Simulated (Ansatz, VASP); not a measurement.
Ta2N in VASP and in Ansatz

File INCAR:

```
SYSTEM = Ta2N
  PREC = Accurate
  ENCUT = 520
  EDIFF = 1E-6
  ISMEAR = 0
  SIGMA = 0.15
  LREAL = .FALSE.
  LASPH = .TRUE.
  NELM = 100
  ALGO = Normal
  ISIF = 2
  LWAVE = .FALSE.
  LCHARG = .TRUE.
  GGA = PS
  LELF = .TRUE.
  LVHAR = .TRUE.
  NBANDS = 36
```

The input KPOINTS:

```
regular mesh
0
G
  17 17 5
  0 0 0
```

The input POSCAR:

```
Ta2N
1.0
   -3.0786153856      0.0000000000      0.0000000000
   -1.5393076928     -2.6661591324      0.0000000000
    0.0000000000      0.0000000000     15.6465143614
Ta N
4 2
Direct
    0.6666666667      0.6666666667      0.0759116908
    0.6666666667      0.6666666667      0.3841756957
    0.3333333333      0.3333333333      0.5406163192
    0.3333333333      0.3333333333      0.2323523142
    0.0000000000      0.0000000000      0.1541320025
    0.0000000000      0.0000000000      0.4623960074
```

Input for Ansatz:

```yaml
crystal:
  lattice:
    - [-3.0786153856, 0.0, 0.0]
    - [-1.5393076928, -2.6661591324, 0.0]
    - [0.0, 0.0, 15.6465143614]
  atoms:
    - { symbol: Ta, position: [0.6666666667, 0.6666666667, 0.0759116908] }
    - { symbol: Ta, position: [0.6666666667, 0.6666666667, 0.3841756957] }
    - { symbol: Ta, position: [0.3333333333, 0.3333333333, 0.5406163192] }
    - { symbol: Ta, position: [0.3333333333, 0.3333333333, 0.2323523142] }
    - { symbol: "N", position: [0.0, 0.0, 0.1541320025] }
    - { symbol: "N", position: [0.0, 0.0, 0.4623960074] }
basis:
  ecutwfc: 420
kpoints:
  mp_grid: { grid: [17, 17, 5] }
hamiltonian:
  xc: pbesol
scf:
  occupations: { method: gaussian, width: 0.15 }
output:
  forces: true
  stress: true
  eigenvalues: true
  write_density: true
  write_potential: true
  elf: true
  volumetric_format: npy
```

Alike in both runs: task single point; functional PBEsol; k mesh 17 × 17 × 5; occupations gaussian, width 0.15 eV; no spin polarisation.

```csv
,VASP,Ansatz
version,VASP 6.6.1,Ansatz 0.2.0
potentials or method,"VASP PAW PBE potentials, release 64 (Ta_pv, N), cutoff 520 eV","scalar-relativistic, plane waves, PAW"
valence electrons in the cell,54,62
```

|  | VASP | Ansatz | Ansatz less VASP |
| --- | --- | --- | --- |
| gap on the k mesh at the Fermi level (eV) | none | none | - |
| rms of the force components (eV/Å) | 0.141 | 0.160 | +0.0185 |

VASP's potentials were made for PBE, not for PBEsol. Atom by atom the forces differ by 0.024 eV/Å (rms over components). A gap of «none» marks a metal or a gap that the smearing closes. VASP's potentials hold 54 valence electrons a cell and Ansatz's 62, so a difference there can come from the potentials and not from the codes. Ansatz's warnings: xc potential rough in thin density.

Neither program's run includes spin-orbit coupling.
